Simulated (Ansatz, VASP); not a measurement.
**Al2Cu: VASP beside Ansatz**

INCAR

```
SYSTEM = Al2Cu
PREC     = Accurate       ! precision mode
ENCUT    = 520            ! plane-wave cutoff, eV
EDIFF    = 1E-7           ! SCF threshold, eV
ISMEAR   = 0              ! smearing method
SIGMA    = 0.15           ! smearing width, eV
LREAL    = .FALSE.        ! projectors in reciprocal space
LASPH    = .TRUE.         ! aspherical terms in the spheres
NELM     = 80             ! most SCF steps
ALGO     = Fast           ! electronic algorithm
ISIF     = 2              ! what is computed and relaxed
LWAVE    = .FALSE.        ! write WAVECAR
LCHARG   = .FALSE.        ! write CHGCAR
GGA      = PS             ! functional
NBANDS   = 16             ! bands
```

Contents of KPOINTS:

```
regular mesh
0
G
  12 12 16
  0 0 0
```

POSCAR

```
Al2Cu
1.0
    4.0841721988      0.0000000000      0.0153156457
    0.0000000000      4.0841721988      0.0000000000
    0.0106739803      0.0000000000      2.8463947459
Al Cu
2 1
Direct
    0.5000000000      0.0000000000      0.5000000000
    0.0000000000      0.5000000000      0.5000000000
    0.0000000000      0.0000000000      0.0000000000
```

Input for Ansatz:

```yaml
crystal:
  lattice:
    - [4.0841721988, 0.0, 0.0153156457]
    - [0.0, 4.0841721988, 0.0]
    - [0.0106739803, 0.0, 2.8463947459]
  atoms:
    - { symbol: Al, position: [0.5, 0.0, 0.5] }
    - { symbol: Al, position: [0.0, 0.5, 0.5] }
    - { symbol: Cu, position: [0.0, 0.0, 0.0] }
basis:
  ecutwfc: 420
kpoints:
  mp_grid: { grid: [12, 12, 16] }
hamiltonian:
  xc: pbesol
scf:
  occupations: { method: gaussian, width: 0.15 }
output:
  forces: true
  stress: true
  eigenvalues: true
```

Change from the starting cell: strain +0.0075 x Voigt [0, 0, 0, 0, 1, 0], atoms carried along.

Alike in both runs: task single point; functional PBEsol; k mesh 12 × 12 × 16; occupations gaussian, width 0.15 eV; no spin polarisation.

```csv
,VASP,Ansatz
version,VASP 6.6.1,Ansatz 0.2.0
potentials or method,"VASP PAW PBE potentials, release 64 (Al, Cu), cutoff 520 eV","scalar-relativistic, plane waves, PAW"
valence electrons in the cell,17,25
```

```csv
,VASP,Ansatz,Ansatz less VASP
gap on the k mesh at the Fermi level (eV),none,none,-
pressure (GPa),0.2,0.1,-0.12
"traceless stress, the component that is largest in VASP (GPa)",-0.49,-0.49,0.000
```

VASP's potentials were made for PBE, not for PBEsol. A gap of «none» marks a metal or a gap that the smearing closes. The functional is the same, so the differences come from potentials, cutoffs and numerics. VASP's potentials hold 17 valence electrons a cell and Ansatz's 25, so a difference there can come from the potentials and not from the codes.
